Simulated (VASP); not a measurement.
# PbS (R3m) in VASP: settings compared

PbS is run at these levels: PBE+D4, PBE+D3(BJ); tasks: relaxation of cell and atoms.

Program: VASP 6.6.1. These are calculated values, not measurements. Logs are shortened: lines on timing, memory, paths and dates and some standing lists are left out, and cuts for length are marked.

### 1 The cell of the first run

The structure is trigonal, space group R3m (No. 160). The conventional cell has a = 4.195 Å, b = 4.195 Å, c = 10.277 Å, α = 90.00°, β = 90.00°, γ = 120.00°. Pb (site symmetry 3m) has 6 S at 2.96 to 2.97 Å within 3.9 Å. S (site symmetry 3m) has 6 Pb at 2.96 to 2.97 Å within 3.9 Å.

### 2 Relaxation of cell and atoms, PBE+D4

The input, INCAR:

```
PREC = Accurate
ENCUT = 600
EDIFF = 1E-6
ISMEAR = -1
SIGMA = 0.02
LREAL = F
LASPH = T
NELM = 60
ALGO = Normal
ISIF = 3
LWAVE = F
LCHARG = F
GGA = PE
IVDW = 13
IBRION = 2
NSW = 80
EDIFFG = -0.005
```

The input, KPOINTS:

```
regular mesh
0
Gamma
  6 6 6
```

The input, POSCAR:

```
PbS
1.0
    2.0976728141      1.2110919639      3.4256346578
   -2.0976728141      1.2110919639      3.4256346578
    0.0000000000     -2.4221839278      3.4256346578
Pb S
1 1
Direct
    0.9781760018      0.9781760018      0.9781760018
    0.4774253282      0.4774253282      0.4774253282
```

Potentials or basis: VASP PAW PBE potentials, release 64 (Pb_d, S).

The run is started by

```sh
$ cat potpaw_PBE.64/Pb_d/POTCAR potpaw_PBE.64/S/POTCAR > POTCAR
$ mpirun -np 1 vasp_std > vasp.out
```

OUTCAR:

```text
PREC = Accurate
   ENCUT = 600
   EDIFF = 1E-6
   ISMEAR = -1
   LREAL = F
   LASPH = T
   NELM = 60
   ISIF = 3
   GGA = PE
   IVDW = 13
   IBRION = 2
   NSW = 80
   EDIFFG = -0.005

 ion  position               nearest neighbor table
   1  0.978  0.978  0.978-   2 2.96   2 2.96   2 2.96   2 2.97   2 2.97   2 2.97
   2  0.477  0.477  0.477-   1 2.96   1 2.96   1 2.96   1 2.97   1 2.97   1 2.97

  LATTYP: Found a trigonal (rhomboedric) cell.
 ALAT       =     4.1954675292
 COS(alpha) =     0.5000290550

  Lattice vectors:

 A1 = (   2.0976728141,   1.2110919639,   3.4256346578)
 A2 = (  -2.0976728141,   1.2110919639,   3.4256346578)
 A3 = (   0.0000000000,  -2.4221839278,   3.4256346578)

Analysis of symmetry for initial positions (statically):
=====================================================================
 Subroutine PRICEL returns:
 Original cell was already a primitive cell.

 Routine SETGRP: Setting up the symmetry group for a
 trigonal (rhombohedral) supercell.

 Subroutine GETGRP returns: Found  6 space group operations
 (whereof  6 operations were pure point group operations)
 out of a pool of 12 trial point group operations.

The static configuration has the point symmetry C_3v.

Analysis of symmetry for dynamics (positions and initial velocities):
=====================================================================
 Subroutine PRICEL returns:
 Original cell was already a primitive cell.

 Routine SETGRP: Setting up the symmetry group for a
 trigonal (rhombohedral) supercell.

 Subroutine GETGRP returns: Found  6 space group operations
 (whereof  6 operations were pure point group operations)
 out of a pool of 12 trial point group operations.

The dynamic configuration has the point symmetry C_3v.

 Subroutine INISYM returns: Found  6 space group operations
 (whereof  6 operations are pure point group operations),
 and found     1 'primitive' translations

----------------------------------------------------------------------------------------

                                     Primitive cell

  volume of cell :      52.2164

  direct lattice vectors                    reciprocal lattice vectors
     2.097672814  1.211091964  3.425634658     0.238359384  0.137616855  0.097305570
    -2.097672814  1.211091964  3.425634658    -0.238359384  0.137616855  0.097305570
     0.000000000 -2.422183928  3.425634658     0.000000000 -0.275233709  0.097305570

  length of vectors
     4.195467529  4.195467529  4.195467529     0.291928020  0.291928020  0.291928020

  position of ions in fractional coordinates (direct lattice)
     0.978176002  0.978176002  0.978176002
     0.477425328  0.477425328  0.477425328

  ion indices of the primitive-cell ions
   primitive index   ion index
                 1           1
                 2           2

----------------------------------------------------------------------------------------

 KPOINTS: regular mesh

Automatic generation of k-mesh.
 Grid dimensions read from file:
 generate k-points for:    6    6    6

 Generating k-lattice:

  Cartesian coordinates                     Fractional coordinates (reciprocal lattice)
     0.039726564  0.022936142  0.016217595     0.166666667  0.000000000  0.000000000
    -0.039726564  0.022936142  0.016217595     0.000000000  0.166666667  0.000000000
     0.000000000 -0.045872285  0.016217595     0.000000000  0.000000000  0.166666667

  Length of vectors
     0.048654670  0.048654670  0.048654670

  Shift w.r.t. Gamma in fractional coordinates (k-lattice)
     0.000000000  0.000000000  0.000000000

 Subroutine IBZKPT returns following result:
 ===========================================

 Found     32 irreducible k-points:

 Following reciprocal coordinates:
            Coordinates               Weight
  0.000000  0.000000  0.000000      1.000000
  0.166667  0.000000  0.000000      6.000000
  0.333333  0.000000 -0.000000      6.000000
  0.500000  0.000000 -0.000000      3.000000
  0.166667  0.166667  0.000000      6.000000
  0.333333  0.166667 -0.000000     12.000000
[... 16 lines left out ...]
  0.500000  0.500000  0.166667      6.000000
 -0.333333  0.500000  0.166667     12.000000
 [... further k-points ...]
   k-points           NKPTS =     32   k-points in BZ     NKDIM =     32   number of bands    NBANDS=     14
   number of dos      NEDOS =    301   number of ions     NIONS =      2
   total plane-waves  NPLWV =  46656
   dimension x,y,z NGX =    36 NGY =   36 NGZ =   36
   dimension x,y,z NGXF=    72 NGYF=   72 NGZF=   72
   ions per type =               1   1
   NGX,Y,Z   is equivalent  to a cutoff of  14.27, 14.27, 14.27 a.u.
   NGXF,Y,Z  is equivalent  to a cutoff of  28.53, 28.53, 28.53 a.u.
 SYSTEM =  unknown system
   PREC   = accura    normal or accurate (medium, high low for compatibility)
   ISTART =      0    job   : 0-new  1-cont  2-samecut
   ICHARG =      2    charge: 1-file 2-atom 10-const
   ISPIN  =      1    spin polarized calculation?
   LNONCOLLINEAR =      F non collinear calculations
   LSORBIT =      F    spin-orbit coupling
   LASPH  =      T    aspherical Exc in radial PAW
   ENCUT  =  600.0 eV  44.10 Ry    6.64 a.u.   8.38  8.38  8.38*2*pi/ulx,y,z
   NELM   =     60;   NELMIN=  2; NELMDL= -5     # of ELM steps
   EDIFF  = 0.1E-05   stopping-criterion for ELM
   LREAL  =      F    real-space projection
   EDIFFG = -.5E-02   stopping-criterion for IOM
   NSW    =     80    number of steps for IOM
   IBRION =      2    ionic relax: 0-MD 1-quasi-New 2-CG
   NFREE  =      1    steps in history (QN), initial steepest desc. (CG)
   ISIF   =      3    stress and relaxation
   ISYM   =      2    0-nonsym 1-usesym 2-fastsym
   POTIM  = 0.5000    time-step for ionic-motion
   TEBEG  =    0.0;   TEEND  =   0.0 temperature during run
   PSTRESS=    0.0 pullay stress
   NELECT =      20.0000    total number of electrons
   NUPDOWN=      -1.0000    fix difference up-down
   EMIN   =  10.00;   EMAX   =-10.00  energy-range for DOS
   EFERMI =   0.00;   METHOD = LEGACY
   ISMEAR =    -1;   SIGMA  =   0.02  broadening in eV -4-tet -1-fermi 0-gaus
   EFERMI_NEDOS =   21; number of points for ismear=-14 and -15
   IALGO  =     38    algorithm
   IMIX   =      4    mixing-type and parameters
     AMIX     =   0.40;   BMIX     =  1.00
     AMIX_MAG =   1.60;   BMIX_MAG =  1.00
  volume/ion in A,a.u.               =      26.11       176.19
  Fermi-wavevector in a.u.,A,eV,Ry     =   1.188910  2.246715 19.231941  1.413508
  Thomas-Fermi vector in A             =   2.325029
   LORBIT       =      0    0 simple, 1 ext, 2 COOP (PROOUT), +10 PAW based schemes
   GGA     = PE    functional components
   LHFCALC =     F    Hartree Fock is set to
   AEXX    =    0.0000 exact exchange contribution
   IVDW    =    13    specifies the selected vdW correction
   LEPSILON=     F    determine dielectric tensor
   LRPA    =     F    only Hartree local field effects (RPA)
 conjugate gradient relaxation of ions
 non-spin polarized calculation
  energy-cutoff  :      600.00
  volume of cell :       52.22
 maximum number of plane-waves:      1807
 NGX is ok and might be reduce to    36
   NGX = 17   NGY = 17   NGZ = 17

--------------------------------------- Ionic step        1  -------------------------------------------

 number of electron      19.9999999 magnetization

 Free energy of the ion-electron system (eV)
  ---------------------------------------------------
  ext. energy  EPLUGINS =         0.00000000
  ---------------------------------------------------
  free energy    TOTEN  =        -8.75841780 eV

  energy without entropy =       -8.75841632  energy(sigma->0) =       -8.75841706

------------------------ aborting loop because EDIFF is reached ----------------------------------------

  DFT-D4 for vdW energy calculation

  Edisp (eV):   -0.75633

  FORCE on cell =-STRESS in cart. coord.  units (eV):
  Direction    XX          YY          ZZ          XY          YZ          ZX
  --------------------------------------------------------------------------------------
  -------------------------------------------------------------------------------------
  Total       0.01078     0.01078     0.01035     0.00000     0.00000     0.00000
  in kB       0.33092     0.33092     0.31742     0.00000     0.00000     0.00000
  external pressure =        0.33 kB  Pullay stress =        0.00 kB

 VOLUME and BASIS-vectors are now :
 -----------------------------------------------------------------------------
  energy-cutoff  :      600.00
  volume of cell :       52.22
      direct lattice vectors                 reciprocal lattice vectors
     2.097672814  1.211091964  3.425634658     0.238359384  0.137616855  0.097305570
    -2.097672814  1.211091964  3.425634658    -0.238359384  0.137616855  0.097305570
     0.000000000 -2.422183928  3.425634658     0.000000000 -0.275233709  0.097305570

 POSITION                                       TOTAL-FORCE (eV/Angst)
 -----------------------------------------------------------------------------------
      0.00000      0.00000     10.05262         0.000000      0.000000     -0.002075
      0.00000      0.00000      4.90645         0.000000     -0.000000      0.002075
 -----------------------------------------------------------------------------------
    total drift:                               -0.000000     -0.000000     -0.000102

  FREE ENERGIE OF THE ION-ELECTRON SYSTEM (eV)
  ---------------------------------------------------
  free  energy   TOTEN  =        -9.5147493313 eV

  energy  without entropy=       -9.5147478514  energy(sigma->0) =       -9.51474859

--------------------------------------- Ionic step        2  -------------------------------------------

 number of electron      19.9999999 magnetization

 Free energy of the ion-electron system (eV)
  ---------------------------------------------------
  ext. energy  EPLUGINS =         0.00000000
  ---------------------------------------------------
  free energy    TOTEN  =        -8.75894847 eV

  energy without entropy =       -8.75894709  energy(sigma->0) =       -8.75894778

 E-fermi :   5.9832     XC(G=0):  -9.6755

 val. band max:        5.7972151879   @ k =   0.5000   0.0000  -0.0000
 cond. band min:       6.1690754877   @ k =   0.5000   0.0000  -0.0000
 fundamental gap:      0.3718602998
 Fermi energy:         5.9831787044

 k-point     1 :       0.0000    0.0000    0.0000
  band No.  band energies     occupation
      1     -11.0206      2.00000
      2     -11.0206      2.00000
      3     -11.0206      2.00000
      4     -11.0042      2.00000
      5     -11.0042      2.00000
      6      -7.7841      2.00000
      7      -0.2392      2.00000
      8       3.6331      2.00000
      9       3.6332      2.00000
     10       3.6332      2.00000
     11      11.0085      0.00000
     12      11.0090      0.00000
     13      11.0090      0.00000
     14      12.5350      0.00000

 k-point     2 :       0.1667    0.0000    0.0000
  band No.  band energies     occupation
      1     -11.0194      2.00000
      2     -11.0182      2.00000
      3     -11.0182      2.00000
      4     -11.0029      2.00000
      5     -11.0029      2.00000
      6      -7.5513      2.00000
      7      -0.9846      2.00000
      8       3.7065      2.00000
      9       3.7066      2.00000
     10       4.1807      2.00000
     11       9.2148      0.00000
     12       9.8179      0.00000
     13       9.8179      0.00000
     14      12.4822      0.00000
[... 343 lines left out ...]
      1     -11.1251      2.00000
      2     -11.0340      2.00000
      3     -10.9914      2.00000
      4     -10.9717      2.00000
      5     -10.9651      2.00000
      6      -6.2405      2.00000
      7      -1.9527      2.00000
      8       1.3402      2.00000
      9       2.6720      2.00000
     10       2.9509      2.00000
     11       9.5179      0.00000
     12      10.5039      0.00000
     13      10.5880      0.00000
     14      11.5312      0.00000

 k-point    24 :      -0.3333    0.5000    0.1667
  band No.  band energies     occupation
      1     -11.1263      2.00000
      2     -11.0253      2.00000
      3     -10.9951      2.00000
      4     -10.9824      2.00000
      5     -10.9600      2.00000
      6      -6.0899      2.00000
      7      -1.9852      2.00000
      8       0.9817      2.00000
      9       1.8394      2.00000
     10       3.9995      2.00000
     11       8.9643      0.00000
     12      10.0608      0.00000
     13      10.8977      0.00000
     14      12.6741      0.00000

 [... further k-points ...]

------------------------ aborting loop because EDIFF is reached ----------------------------------------

  DFT-D4 for vdW energy calculation

  Edisp (eV):   -0.75581

  FORCE on cell =-STRESS in cart. coord.  units (eV):
  Direction    XX          YY          ZZ          XY          YZ          ZX
  --------------------------------------------------------------------------------------
  -------------------------------------------------------------------------------------
  Total       0.00853     0.00853     0.00800     0.00000     0.00000     0.00000
  in kB       0.26158     0.26158     0.24541     0.00000     0.00000     0.00000
  external pressure =        0.26 kB  Pullay stress =        0.00 kB

 VOLUME and BASIS-vectors are now :
 -----------------------------------------------------------------------------
  energy-cutoff  :      600.00
  volume of cell :       52.26
      direct lattice vectors                 reciprocal lattice vectors
     2.098218513  1.211407023  3.426489476     0.238297392  0.137581064  0.097281295
    -2.098218513  1.211407023  3.426489476    -0.238297392  0.137581064  0.097281295
     0.000000000 -2.422814046  3.426489476     0.000000000 -0.275162127  0.097281295

 POSITION                                       TOTAL-FORCE (eV/Angst)
 -----------------------------------------------------------------------------------
      0.00000      0.00000     10.05503         0.000000     -0.000000     -0.001395
      0.00000      0.00000      4.90778         0.000000      0.000000      0.001395
 -----------------------------------------------------------------------------------
    total drift:                                0.000000     -0.000000      0.001035

  FREE ENERGIE OF THE ION-ELECTRON SYSTEM (eV)
  ---------------------------------------------------
  free  energy   TOTEN  =        -9.5147562572 eV

  energy  without entropy=       -9.5147548697  energy(sigma->0) =       -9.51475556

 reached required accuracy - stopping structural energy minimisation
```

Wall time 30 s (1 thread of Intel Xeon Platinum 8259CL at 2.50GHz (Skylake/Cascade Lake), shared host); peak memory 0.21 GiB.

Results:

* Free energy: -9.5148 eV
* Relaxed volume: 26.13 Å³/atom
* Relaxed cell: a = 4.197 Å, b = 4.197 Å, c = 4.197 Å, α = 60.00°, β = 60.00°, γ = 60.00°
* Space group after relaxing (to 0.05 Å): Fm-3m (No. 225)
* Energy gained by relaxing: 0.0 meV/atom
* Ionic steps: 2
* Pressure after relaxing: 0.0 GPa
* Band gap on the k mesh: 0.37 eV, direct
* Dispersion energy per atom: -0.378 eV

Final structure:
```
Pb S
1.0
     2.09822    1.21141    3.42649
    -2.09822    1.21141    3.42649
     0.00000   -2.42281    3.42649
Pb S
1 1
Direct
  0.97817 0.97817 0.97817
  0.47744 0.47744 0.47744
```

Levels at points of the mesh, in eV from the valence-band top:
```
           k point  band 7  band 8  band 9  band 10  band 11  band 12  band 13  band 14
(0.00, 0.00, 0.00)   -6.04   -2.16   -2.16    -2.16     5.21     5.21     5.21     6.74
(0.50, 0.00, 0.00)   -8.84   -1.77   -1.77     0.00     0.37     1.97     1.97     8.66
(0.50, 0.50, 0.00)   -7.20   -5.18   -3.43    -3.43     3.87     5.57     5.68     5.68
(0.50, 0.50, 0.50)   -8.84   -1.77   -1.77     0.00     0.37     1.97     1.97     8.66
```

Caveat: spin-orbit coupling is left out, which moves the levels of the heavy elements. A k mesh can miss the band edges.

[end of part 1 of 2]
